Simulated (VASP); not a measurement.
Here is a VASP 6.6.1 calculation.

The input INCAR:

```
SYSTEM = Ba
AGGAC = 1.0
AGGAX = 1.0
ALDAC = 0.0
ALDAX = 1.0
ALGO = Normal
EDIFF = 1E-6
ENCUT = 500
GGA = B5
GGA_COMPAT = .False.
ISIF = 2
ISMEAR = -1
LASPH = .True.
LCHARG = .False.
LREAL = .False.
LWAVE = .False.
NBANDS = 11
NELM = 120
PREC = Accurate
SIGMA = 0.1
```

File KPOINTS:

```
k-points
0
Gamma
  9 9 9
  0 0 0
```

Contents of POSCAR:

```
Ba
1.0
    3.9600183654      0.0000000000      0.0000000000
    0.0000000000      3.9600183654      0.0000000000
    0.0000000000      0.0000000000      3.9600183654
Ba
1
Direct
    0.0000000000      0.0000000000      0.0000000000
```

Potentials or basis: VASP PAW PBE potentials, release 64 (Ba_sv).

Run with:

```bash
$ cat potpaw_PBE.64/Ba_sv/POTCAR > POTCAR
$ mpirun -np 1 vasp_std > vasp.out
```

(1) What does it give for the pressure?

## Answers

(1) 0.7 GPa.

Caveat: the PAW data sets were made with another functional, which shifts forces and pressure a little.
